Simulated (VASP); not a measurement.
# CdS (Pmmn) in VASP: a series of runs, part 2 of 2

VASP 6.6.1. Earlier steps stand in the parts before.

**3. Single point, PBE (strained)**

Input file INCAR:

```
SYSTEM = CdS
PREC = Accurate
ENCUT = 520
EDIFF = 1E-6
ISMEAR = 0
SIGMA = 0.05
LREAL = .FALSE.
LASPH = .TRUE.
NELM = 100
ALGO = Normal
ISIF = 2
LWAVE = .FALSE.
LCHARG = .FALSE.
GGA = PE
NBANDS = 26
```

Input file KPOINTS:

```
regular mesh
0
G
  10 8 10
  0 0 0
```

Input file POSCAR:

```
CdS
1.0
    3.8431561775      0.0000000000      0.0000000000
    0.0000000000      5.5120982641      0.0000000000
    0.0000000000      0.0000000000      3.8372545966
Cd S
2 2
Direct
    0.5000000000      0.5000000000      0.2528721608
    0.0000000000      0.0000000000      0.7471278392
    0.5000000000      0.0000000000      0.3086841337
    0.0000000000      0.5000000000      0.6913158663
```

Potentials or basis: VASP PAW PBE potentials, release 64 (Cd, S).

Run with:

```
> cat potpaw_PBE.64/Cd/POTCAR potpaw_PBE.64/S/POTCAR > POTCAR
> mpirun -np 1 vasp_std > vasp.out
```

OUTCAR:

```text
SYSTEM = CdS
   PREC = Accurate
   ENCUT = 520
   EDIFF = 1E-6
   ISMEAR = 0
   LREAL = .FALSE.
   LASPH = .TRUE.
   NELM = 100
   ISIF = 2
   GGA = PE

 ion  position               nearest neighbor table
   1  0.500  0.500  0.253-   4 2.55   4 2.55   3 2.76   3 2.76   4 2.89   4 2.89
   2  0.000  0.000  0.747-   3 2.55   3 2.55   4 2.76   4 2.76   3 2.89   3 2.89
   3  0.500  0.000  0.309-   2 2.55   2 2.55   1 2.76   1 2.76   2 2.89   2 2.89
   4  0.000  0.500  0.691-   1 2.55   1 2.55   2 2.76   2 2.76   1 2.89   1 2.89

  LATTYP: Found a simple orthorhombic cell.
 ALAT       =     3.8372545966
 B/A-ratio  =     1.0015379696
 C/A-ratio  =     1.4364692583

  Lattice vectors:

 A1 = (   0.0000000000,   0.0000000000,   3.8372545966)
 A2 = (   3.8431561775,   0.0000000000,   0.0000000000)
 A3 = (   0.0000000000,   5.5120982641,   0.0000000000)

Analysis of symmetry for initial positions (statically):
=====================================================================
 Subroutine PRICEL returns:
 Original cell was already a primitive cell.

 Routine SETGRP: Setting up the symmetry group for a
 simple orthorhombic supercell.

 Subroutine GETGRP returns: Found  8 space group operations
 (whereof  4 operations were pure point group operations)
 out of a pool of  8 trial point group operations.

The static configuration has the point symmetry C_2v.
 The point group associated with its full space group is D_2h.

Analysis of symmetry for dynamics (positions and initial velocities):
=====================================================================
 Subroutine PRICEL returns:
 Original cell was already a primitive cell.

 Routine SETGRP: Setting up the symmetry group for a
 simple orthorhombic supercell.

 Subroutine GETGRP returns: Found  8 space group operations
 (whereof  4 operations were pure point group operations)
 out of a pool of  8 trial point group operations.

The dynamic configuration has the point symmetry C_2v.
[... 118 lines left out ...]
   EFERMI =   0.00;   METHOD = LEGACY
   ISMEAR =     0;   SIGMA  =   0.05  broadening in eV -4-tet -1-fermi 0-gaus
   EFERMI_NEDOS =   21; number of points for ismear=-14 and -15
   IALGO  =     38    algorithm
   IMIX   =      4    mixing-type and parameters
     AMIX     =   0.40;   BMIX     =  1.00
     AMIX_MAG =   1.60;   BMIX_MAG =  1.00
  volume/ion in A,a.u.               =      20.32       137.14
  Fermi-wavevector in a.u.,A,eV,Ry     =   1.247864  2.358120 21.186498  1.557164
  Thomas-Fermi vector in A             =   2.381976
   LORBIT       =      0    0 simple, 1 ext, 2 COOP (PROOUT), +10 PAW based schemes
   GGA     = PE    functional components
   LHFCALC =     F    Hartree Fock is set to
   AEXX    =    0.0000 exact exchange contribution
   IVDW    =     0    specifies the selected vdW correction
   LEPSILON=     F    determine dielectric tensor
   LRPA    =     F    only Hartree local field effects (RPA)
 non-spin polarized calculation
 Gauss-broadening in eV      SIGMA  =   0.05
  energy-cutoff  :      520.00
  volume of cell :       81.29
 maximum number of plane-waves:      2224
 NGX is ok and might be reduce to    30
   NGX = 15   NGY = 21   NGZ = 15

 number of electron      36.0000002 magnetization

 Free energy of the ion-electron system (eV)
  ---------------------------------------------------
  ext. energy  EPLUGINS =         0.00000000
  ---------------------------------------------------
  free energy    TOTEN  =       -11.49920643 eV

  energy without entropy =      -11.49920611  energy(sigma->0) =      -11.49920627

 E-fermi :   3.3039     XC(G=0): -10.4213

 val. band max:        3.1805863237   @ k =   0.0000   0.0000   0.5000
 cond. band min:       3.4275475218   @ k =   0.5000   0.0000   0.5000
 fundamental gap:      0.2469611981
 Fermi energy:         3.3039349880

 k-point     1 :       0.0000    0.0000    0.0000
  band No.  band energies     occupation
      1      -9.9331      2.00000
      2      -9.0014      2.00000
      3      -4.8785      2.00000
      4      -4.7531      2.00000
      5      -4.7228      2.00000
      6      -4.6824      2.00000
[... 685 lines left out ...]
     25      10.7964      0.00000
     26      10.7964      0.00000

 [... further k-points ...]
[... 5 lines left out ...]
  --------------------------------------------------------------------------------------
  -------------------------------------------------------------------------------------
  Total        3.0584994      0.9286246      2.0379873      0.0000000      0.0000000      0.0000000
  in kB       60.2827954     18.3031211     40.1685780      0.0000000      0.0000000      0.0000000
  external PRESSURE =      39.5848315 kB  Pullay stress =       0.0000000 kB

 VOLUME and BASIS-vectors are now :
 -----------------------------------------------------------------------------
  energy-cutoff  :      520.00
  volume of cell :       81.29
      direct lattice vectors                 reciprocal lattice vectors
     3.843156178  0.000000000  0.000000000     0.260202800  0.000000000  0.000000000
     0.000000000  5.512098264  0.000000000     0.000000000  0.181419117  0.000000000
     0.000000000  0.000000000  3.837254597     0.000000000  0.000000000  0.260602984

 POSITION                                       TOTAL-FORCE (eV/Angst)
 -----------------------------------------------------------------------------------
      1.92158      2.75605      0.97033         0.000000      0.000000     -0.613106
      0.00000      0.00000      2.86692         0.000000      0.000000      0.613106
      1.92158      0.00000      1.18450         0.000000      0.000000     -1.068613
      0.00000      2.75605      2.65275         0.000000      0.000000      1.068613
 -----------------------------------------------------------------------------------
    total drift:                                0.000000      0.000000      0.000000

  FREE ENERGIE OF THE ION-ELECTRON SYSTEM (eV)
  ---------------------------------------------------
  free  energy   TOTEN  =       -11.4992064339 eV

  energy  without entropy=      -11.4992061139  energy(sigma->0) =      -11.49920627
```

stdout:

```text
POSCAR found type information on POSCAR CdS
 POSCAR found :  2 types and       4 ions
 scaLAPACK will be used
 LDA part: xc-table for (Slater+PW92), standard interpolation
 POSCAR, INCAR and KPOINTS ok, starting setup
 FFT: planning ... GRIDC
 FFT: planning ... GRID_SOFT
 FFT: planning ... GRID
 WAVECAR not read
 entering main loop
```

Run time: 5.7 min. Hardware: 1 thread of Intel Xeon Platinum 8488C (Sapphire Rapids), shared host; peak memory 0.41 GiB.

What came out:

- Free energy: -11.4992 eV
- Pressure: 4.0 GPa
- Largest force: 1.069 eV/Å
- Band gap on the k mesh: 0.25 eV, indirect (least direct gap 1.30 eV)

Forces in eV/Å, atoms in the order of the input:
```
Cd   0.000  0.000 -0.613
Cd   0.000  0.000  0.613
S    0.000  0.000 -1.069
S    0.000  0.000  1.069
```

Caveat: the cell differs from its parent crystal (strained); forces of over 1 eV/Å act on the atoms, so gaps and moduli don't describe the material at rest.
